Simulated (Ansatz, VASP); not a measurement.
One calculation of Sr3Zn2H, two programs

The input INCAR:

```
  PREC = Accurate
  ENCUT = 520
  EDIFF = 1E-6
  ISMEAR = 0
  SIGMA = 0.1
  LREAL = F
  LASPH = T
  NELM = 100
  ALGO = Normal
  ISIF = 2
  LWAVE = F
  LCHARG = F
  GGA = PE
  NBANDS = 36
```

KPOINTS

```
Automatic mesh
0
Gamma
  6 6 4
```

File POSCAR:

```
Sr3Zn2H
1.0
    5.0346583500      0.0000000000      0.0000000000
   -2.5173291700      4.3601420300      0.0000000000
    0.0000000000      0.0000000000      5.5702993700
Sr Zn H
3 2 1
Direct
    0.3333333300      0.6666666700      0.5000000000
    0.6666666700      0.3333333300      0.5000000000
    0.0000000000      0.0000000000      0.0000000000
    0.3333333300      0.6666666700      0.0000000000
    0.6666666700      0.3333333300      0.0000000000
    0.0000000000      0.0000000000      0.5000000000
```

Input for Ansatz:

```yaml
crystal:
  lattice:
    - [5.03465835, 0.0, 0.0]
    - [-2.51732917, 4.36014203, 0.0]
    - [0.0, 0.0, 5.57029937]
  atoms:
    - { symbol: Sr, position: [0.33333333, 0.66666667, 0.5] }
    - { symbol: Sr, position: [0.66666667, 0.33333333, 0.5] }
    - { symbol: Sr, position: [0.0, 0.0, 0.0] }
    - { symbol: Zn, position: [0.33333333, 0.66666667, 0.0] }
    - { symbol: Zn, position: [0.66666667, 0.33333333, 0.0] }
    - { symbol: H, position: [0.0, 0.0, 0.5] }
basis:
  ecutwfc: 420
kpoints:
  mp_grid: { grid: [6, 6, 4] }
hamiltonian:
  xc: pbe
scf:
  occupations: { method: gaussian, width: 0.1 }
  lower_state_search: "off"
output:
  forces: true
  stress: true
  eigenvalues: true
```

Alike in both runs: task single point; functional PBE; k mesh 6 × 6 × 4; occupations gaussian, width 0.1 eV; no spin polarisation.

|  | VASP | Ansatz |
| --- | --- | --- |
| version | VASP 6.6.1 | Ansatz 0.2.0 |
| potentials or method | VASP PAW PBE potentials, release 64 (Sr_sv, Zn, H), cutoff 520 eV | scalar-relativistic, plane waves, PAW |
| valence electrons in the cell | 55 | 55 |

Ansatz gave:

- gap on the k mesh at the Fermi level (eV): none
- pressure (GPa): 14.6
- traceless stress, the component that is largest in VASP (GPa): 2.77

Q: Estimate VASP's values.

A: gap on the k mesh at the Fermi level (eV): none; pressure (GPa): 14.9; traceless stress, the component that is largest in VASP (GPa): 2.76.

A gap of «none» marks a metal or a gap that the smearing closes.
